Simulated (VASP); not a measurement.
# VN in VASP: single point with PBEsol

Aim: the single point of VN with PBEsol.

All numbers are computed with VASP 6.6.1; they aren't measurements. Logs are shortened: lines on timing, memory, paths and dates and some standing lists are left out, and cuts for length are marked.

## (1) The cell of the first run

The cell holds a slab with vacuum, 8 atoms: a = 2.880 Å, b = 2.880 Å, c = 23.109 Å, α = 90.00°, β = 90.00°, γ = 90.00°.

## (2) Single point, PBEsol

Input file INCAR:

```
ALGO = Normal
DIPOL = 0.5 0.5 0.501
EDIFF = 1E-7
ENCUT = 520
GGA = PS
IDIPOL = 3
ISIF = 2
ISMEAR = 0
LASPH = True
LCHARG = False
LDIPOL = True
LREAL = False
LWAVE = False
NBANDS = 46
NELM = 60
PREC = Accurate
SIGMA = 0.1
```

Input file KPOINTS:

```
k-points
0
Gamma
  10 10 1
```

Input file POSCAR:

```
VN
1.0
    2.8799338672      0.0000000000      0.0000000000
    0.0000000000      2.8799338672      0.0000000000
    0.0000000000      0.0000000000     23.1092623007
V N
4 4
Direct
    0.5000000000      0.5000000000      0.3678178857
    0.0000000000      0.0000000000      0.4559392952
    0.5000000000      0.5000000000      0.5478738217
    0.0000000000      0.0000000000      0.6273241906
    0.0000000000      0.0000000000      0.3678178857
    0.5000000000      0.5000000000      0.4559392952
    0.0000000000      0.0000000000      0.5452791575
    0.5000000000      0.5000000000      0.6384135493
```

Potentials or basis: VASP PAW PBE potentials, release 64 (V_sv, N).

The run is started by

```bash
$ cat potpaw_PBE.64/V_sv/POTCAR potpaw_PBE.64/N/POTCAR > POTCAR
$ mpirun -np 1 vasp_std > vasp.out
```

OUTCAR:

```text
EDIFF = 1E-7
   ENCUT = 520
   GGA = PS
   ISIF = 2
   ISMEAR = 0
   LASPH = True
   LREAL = False
   NELM = 60
   PREC = Accurate

 ion  position               nearest neighbor table
   1  0.500  0.500  0.368-   6 2.04   5 2.04   5 2.04   5 2.04   5 2.04   2 2.88   2 2.88   2 2.88
                             2 2.88
   2  0.000  0.000  0.456-   5 2.04   6 2.04   6 2.04   6 2.04   6 2.04   7 2.06   1 2.88   1 2.88
                             1 2.88   1 2.88
   3  0.500  0.500  0.548-   7 2.04   7 2.04   7 2.04   7 2.04   8 2.09   6 2.12   4 2.74   4 2.74
                             4 2.74   4 2.74
   4  0.000  0.000  0.627-   7 1.90   8 2.05   8 2.05   8 2.05   8 2.05   3 2.74   3 2.74   3 2.74
                             3 2.74
   5  0.000  0.000  0.368-   2 2.04   1 2.04   1 2.04   1 2.04   1 2.04
   6  0.500  0.500  0.456-   1 2.04   2 2.04   2 2.04   2 2.04   2 2.04   3 2.12
   7  0.000  0.000  0.545-   4 1.90   3 2.04   3 2.04   3 2.04   3 2.04   2 2.06
   8  0.500  0.500  0.638-   4 2.05   4 2.05   4 2.05   4 2.05   3 2.09

  LATTYP: Found a simple tetragonal cell.
 ALAT       =     2.8799338672
 C/A-ratio  =     8.0242336687

  Lattice vectors:

 A1 = (   2.8799338672,   0.0000000000,   0.0000000000)
 A2 = (   0.0000000000,   2.8799338672,   0.0000000000)
 A3 = (   0.0000000000,   0.0000000000,  23.1092623007)

Analysis of symmetry for initial positions (statically):
=====================================================================
 Subroutine PRICEL returns:
 Original cell was already a primitive cell.

 Routine SETGRP: Setting up the symmetry group for a
 simple tetragonal supercell.

 Subroutine GETGRP returns: Found  8 space group operations
 (whereof  8 operations were pure point group operations)
 out of a pool of 16 trial point group operations.

The static configuration has the point symmetry C_4v.

Analysis of symmetry for dynamics (positions and initial velocities):
=====================================================================
 Subroutine PRICEL returns:
 Original cell was already a primitive cell.

 Routine SETGRP: Setting up the symmetry group for a
 simple tetragonal supercell.

 Subroutine GETGRP returns: Found  8 space group operations
 (whereof  8 operations were pure point group operations)
 out of a pool of 16 trial point group operations.

The dynamic configuration has the point symmetry C_4v.

 Subroutine INISYM returns: Found  8 space group operations
 (whereof  8 operations are pure point group operations),
 and found     1 'primitive' translations

----------------------------------------------------------------------------------------

                                     Primitive cell

  volume of cell :     191.6687

  direct lattice vectors                    reciprocal lattice vectors
     2.879933867  0.000000000  0.000000000     0.347230196  0.000000000  0.000000000
     0.000000000  2.879933867  0.000000000     0.000000000  0.347230196  0.000000000
     0.000000000  0.000000000 23.109262301     0.000000000  0.000000000  0.043272692

  length of vectors
     2.879933867  2.879933867 23.109262301     0.347230196  0.347230196  0.043272692

  position of ions in fractional coordinates (direct lattice)
     0.500000000  0.500000000  0.367817886
     0.000000000  0.000000000  0.455939295
     0.500000000  0.500000000  0.547873822
     0.000000000  0.000000000  0.627324191
     0.000000000  0.000000000  0.367817886
     0.500000000  0.500000000  0.455939295
     0.000000000  0.000000000  0.545279157
     0.500000000  0.500000000  0.638413549

  ion indices of the primitive-cell ions
   primitive index   ion index
                 1           1
                 2           2
                 3           3
                 4           4
                 5           5
                 6           6
                 7           7
                 8           8

----------------------------------------------------------------------------------------

 KPOINTS: k-points

Automatic generation of k-mesh.
 Grid dimensions read from file:
 generate k-points for:   10   10    1

 Generating k-lattice:

  Cartesian coordinates                     Fractional coordinates (reciprocal lattice)
     0.034723020  0.000000000  0.000000000     0.100000000  0.000000000  0.000000000
     0.000000000  0.034723020  0.000000000     0.000000000  0.100000000  0.000000000
     0.000000000  0.000000000  0.043272692     0.000000000  0.000000000  1.000000000

  Length of vectors
     0.034723020  0.034723020  0.043272692

  Shift w.r.t. Gamma in fractional coordinates (k-lattice)
     0.000000000  0.000000000  0.000000000

 Subroutine IBZKPT returns following result:
 ===========================================

 Found     21 irreducible k-points:

 Following reciprocal coordinates:
            Coordinates               Weight
  0.000000  0.000000  0.000000      1.000000
  0.100000  0.000000  0.000000      4.000000
  0.200000  0.000000  0.000000      4.000000
  0.300000  0.000000  0.000000      4.000000
  0.400000  0.000000  0.000000      4.000000
  0.500000  0.000000  0.000000      2.000000
[... 13 lines left out ...]
  0.500000  0.400000  0.000000      4.000000
  0.500000  0.500000  0.000000      1.000000
   k-points           NKPTS =     21   k-points in BZ     NKDIM =     21   number of bands    NBANDS=     46
   number of dos      NEDOS =    301   number of ions     NIONS =      8
   total plane-waves  NPLWV = 103680
   dimension x,y,z NGX =    24 NGY =   24 NGZ =  180
   dimension x,y,z NGXF=    48 NGYF=   48 NGZF=  360
   ions per type =               4   4
   NGX,Y,Z   is equivalent  to a cutoff of  13.85, 13.85, 12.95 a.u.
   NGXF,Y,Z  is equivalent  to a cutoff of  27.71, 27.71, 25.90 a.u.
 SYSTEM =  unknown system
   PREC   = accura    normal or accurate (medium, high low for compatibility)
   ISTART =      0    job   : 0-new  1-cont  2-samecut
   ICHARG =      2    charge: 1-file 2-atom 10-const
   ISPIN  =      1    spin polarized calculation?
   LNONCOLLINEAR =      F non collinear calculations
   LSORBIT =      F    spin-orbit coupling
   LASPH  =      T    aspherical Exc in radial PAW
   ENCUT  =  520.0 eV  38.22 Ry    6.18 a.u.   5.35  5.35 42.97*2*pi/ulx,y,z
   NELM   =     60;   NELMIN=  2; NELMDL= -5     # of ELM steps
   EDIFF  = 0.1E-06   stopping-criterion for ELM
   LREAL  =      F    real-space projection
   EDIFFG = 0.1E-05   stopping-criterion for IOM
   NSW    =      0    number of steps for IOM
   IBRION =     -1    ionic relax: 0-MD 1-quasi-New 2-CG
   NFREE  =      0    steps in history (QN), initial steepest desc. (CG)
   ISIF   =      2    stress and relaxation
   ISYM   =      2    0-nonsym 1-usesym 2-fastsym
   POTIM  = 0.5000    time-step for ionic-motion
   TEBEG  =    0.0;   TEEND  =   0.0 temperature during run
   PSTRESS=    0.0 pullay stress
   NELECT =      72.0000    total number of electrons
   NUPDOWN=      -1.0000    fix difference up-down
   EMIN   =  10.00;   EMAX   =-10.00  energy-range for DOS
   EFERMI =   0.00;   METHOD = LEGACY
   ISMEAR =     0;   SIGMA  =   0.10  broadening in eV -4-tet -1-fermi 0-gaus
   EFERMI_NEDOS =   21; number of points for ismear=-14 and -15
   IALGO  =     38    algorithm
   IMIX   =      4    mixing-type and parameters
     AMIX     =   0.40;   BMIX     =  1.00
     AMIX_MAG =   1.60;   BMIX_MAG =  1.00
  volume/ion in A,a.u.               =      23.96       161.68
  Fermi-wavevector in a.u.,A,eV,Ry     =   1.181232  2.232205 18.984340  1.395310
  Thomas-Fermi vector in A             =   2.317510
   LORBIT       =      0    0 simple, 1 ext, 2 COOP (PROOUT), +10 PAW based schemes
   GGA     = PS    functional components
   LHFCALC =     F    Hartree Fock is set to
   AEXX    =    0.0000 exact exchange contribution
   IVDW    =     0    specifies the selected vdW correction
   LEPSILON=     F    determine dielectric tensor
   LRPA    =     F    only Hartree local field effects (RPA)
 non-spin polarized calculation
 Gauss-broadening in eV      SIGMA  =   0.10
  energy-cutoff  :      520.00
  volume of cell :      191.67
 maximum number of plane-waves:      5219
 NGX is ok and might be reduce to    24
   NGX = 11   NGY = 11   NGZ = 85

 dipolmoment           0.000000      0.000000     -0.155915 electrons x Angstroem

 number of electron      71.9999982 magnetization

 dipolmoment           0.000000      0.000000      0.017147 electrons x Angstroem

 Free energy of the ion-electron system (eV)
  ---------------------------------------------------
  ext. energy  EPLUGINS =         0.00000000
  ---------------------------------------------------
  free energy    TOTEN  =       -81.02004383 eV

  energy without entropy =      -80.99042023  energy(sigma->0) =      -81.00523203

 E-fermi :   1.9176     XC(G=0):  -5.7653

 val. band max:        1.8888081934   @ k =   0.2000   0.1000   0.0000
 cond. band min:       1.9472005328   @ k =   0.3000   0.2000   0.0000
 fundamental gap:      0.0583923394
 Fermi energy:         1.9176326411

 k-point     1 :       0.0000    0.0000    0.0000
  band No.  band energies     occupation
      1     -63.1319      2.00000
      2     -63.0787      2.00000
      3     -63.0544      2.00000
      4     -62.9530      2.00000
      5     -37.2290      2.00000
      6     -37.1182      2.00000
[... 38 lines left out ...]
     45       2.5667      0.00000
     46       3.2214      0.00000

 k-point     2 :       0.1000    0.0000    0.0000
  band No.  band energies     occupation
      1     -63.1276      2.00000
      2     -63.0741      2.00000
      3     -63.0527      2.00000
      4     -62.9524      2.00000
      5     -37.2237      2.00000
      6     -37.1396      2.00000
[... 923 lines left out ...]
 k-point    21 :       0.5000    0.5000    0.0000
  band No.  band energies     occupation
      1     -63.0557      2.00000
      2     -63.0116      2.00000
      3     -62.9951      2.00000
      4     -62.9235      2.00000
      5     -37.3286      2.00000
      6     -37.3286      2.00000
[... 38 lines left out ...]
     45       3.6768      0.00000
     46       3.6768      0.00000

------------------------ aborting loop because EDIFF is reached ----------------------------------------

 vacuum level on the upper side and lower side of the slab       (xc-potential included)         0.080        -0.297

  FORCE on cell =-STRESS in cart. coord.  units (eV):
  Direction    XX          YY          ZZ          XY          YZ          ZX
  --------------------------------------------------------------------------------------
  -------------------------------------------------------------------------------------
  Total       -6.8022528     -6.8022528     -2.3061932      0.0000000     -0.0000000      0.0000000
  in kB      -56.8607044    -56.8607044    -19.2776977      0.0000000     -0.0000000      0.0000000
  external PRESSURE =     -44.3330355 kB  Pullay stress =       0.0000000 kB

 VOLUME and BASIS-vectors are now :
 -----------------------------------------------------------------------------
  energy-cutoff  :      520.00
  volume of cell :      191.67
      direct lattice vectors                 reciprocal lattice vectors
     2.879933867  0.000000000  0.000000000     0.347230196  0.000000000  0.000000000
     0.000000000  2.879933867  0.000000000     0.000000000  0.347230196  0.000000000
     0.000000000  0.000000000 23.109262301     0.000000000  0.000000000  0.043272692

 POSITION                                       TOTAL-FORCE (eV/Angst)
 -----------------------------------------------------------------------------------
      1.43997      1.43997      8.50000        -0.000000     -0.000000      2.535680
      0.00000      0.00000     10.53642        -0.000000      0.000000     -0.679922
      1.43997      1.43997     12.66096        -0.000000      0.000000     -0.030377
      0.00000      0.00000     14.49700         0.000000      0.000000      0.053583
      0.00000      0.00000      8.50000        -0.000000      0.000000     -1.320969
      1.43997      1.43997     10.53642        -0.000000      0.000000     -0.582890
      0.00000      0.00000     12.60100        -0.000000      0.000000      0.005374
      1.43997      1.43997     14.75327         0.000000      0.000000      0.019521
 -----------------------------------------------------------------------------------
    total drift:                                0.000000     -0.000000      0.000540

  FREE ENERGIE OF THE ION-ELECTRON SYSTEM (eV)
  ---------------------------------------------------
  free  energy   TOTEN  =       -81.0200438306 eV

  energy  without entropy=      -80.9904202296  energy(sigma->0) =      -81.00523203

 vacuum level on the upper side and lower side of the slab         5.753         5.366
```

Run time: 18 min. Hardware: 1 thread of AMD EPYC, shared host; peak memory 0.35 GiB.

Results:

* Free energy: -81.0200 eV
* Largest force: 2.536 eV/Å
* Band gap on the k mesh: zero (bands 36 and 37 overlap by 1.37 eV)

Forces on the atoms (eV/Å):
```
V    0.000  0.000  2.536
V    0.000  0.000 -0.680
V    0.000  0.000 -0.030
V    0.000  0.000  0.054
N    0.000  0.000 -1.321
N    0.000  0.000 -0.583
N    0.000  0.000  0.005
N    0.000  0.000  0.020
```

Caveat: the PAW data sets were made with another functional, which shifts forces and pressure a little; the run has no spin polarisation, though such a crystal can be magnetic.
